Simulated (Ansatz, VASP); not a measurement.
## One calculation of SnPt, two programs

INCAR

```
SYSTEM = SnPt
  PREC = Accurate
  ENCUT = 500
  EDIFF = 1E-7
  ISMEAR = 0
  SIGMA = 0.1
  LREAL = .False.
  LASPH = .True.
  NELM = 120
  ALGO = Normal
  ISIF = 3
  LWAVE = .False.
  LCHARG = .False.
  GGA = CA
  IBRION = 2
  NSW = 70
  EDIFFG = -0.005
  GGA_COMPAT = .False.
  NELMIN = 4
```

KPOINTS

```
regular mesh
0
Gamma
  12 12 8
  0 0 0
```

Contents of POSCAR:

```
SnPt
1.0
    4.1848680144      0.0000000000      0.0000000000
   -2.0924340072      3.6242020120      0.0000000000
    0.0000000000      0.0000000000      5.5101336230
Sn Pt
2 2
Direct
    0.3333333333      0.6666666667      0.2500000000
    0.6666666667      0.3333333333      0.7500000000
    0.0000000000      0.0000000000      0.0000000000
    0.0000000000      0.0000000000      0.5000000000
```

Input for Ansatz:

```yaml
crystal:
  lattice:
    - [4.1848680144, 0.0, 0.0]
    - [-2.0924340072, 3.624202012, 0.0]
    - [0.0, 0.0, 5.510133623]
  atoms:
    - { symbol: Sn, position: [0.3333333333, 0.6666666667, 0.25] }
    - { symbol: Sn, position: [0.6666666667, 0.3333333333, 0.75] }
    - { symbol: Pt, position: [0.0, 0.0, 0.0] }
    - { symbol: Pt, position: [0.0, 0.0, 0.5] }
basis:
  ecutwfc: 420
kpoints:
  mp_grid: { grid: [12, 12, 8] }
hamiltonian:
  xc: lda
scf:
  occupations: { method: gaussian, width: 0.1 }
output:
  forces: true
  stress: true
  eigenvalues: true
relax:
  adjacent_minimum: "off"
  f_tol: 0.005
  max_steps: 50
  cell: { stress_tol: 0.05 }
```

Alike in both runs: task relaxation of cell and atoms; functional LDA; k mesh 12 × 12 × 8; occupations gaussian, width 0.1 eV; no spin polarisation.

|  | VASP | Ansatz |
| --- | --- | --- |
| version | VASP 6.6.1 | Ansatz 0.2.0 |
| potentials or method | VASP PAW LDA potentials, release 64 (Sn_d, Pt_sv_GW), cutoff 500 eV | scalar-relativistic, plane waves, PAW |
| valence electrons in the cell | 64 | 64 |

VASP gave:

* gap on the k mesh at the Fermi level, each at its own relaxed structure (eV): none
* relaxed volume (Å³/atom): 19.52
* relaxed length of the cell vector where the two differ most in proportion (Å): 4.084

Problem. What did Ansatz give for the same quantities?

Solution. gap on the k mesh at the Fermi level, each at its own relaxed structure (eV): none; relaxed volume (Å³/atom): 19.60; relaxed length of the cell vector where the two differ most in proportion (Å): 4.092.

LDA's correlation is that of Perdew and Zunger in VASP and of Perdew and Wang (1992) in Ansatz. A gap of «none» marks a metal or a gap that the smearing closes.

Neither program's run includes spin-orbit coupling.
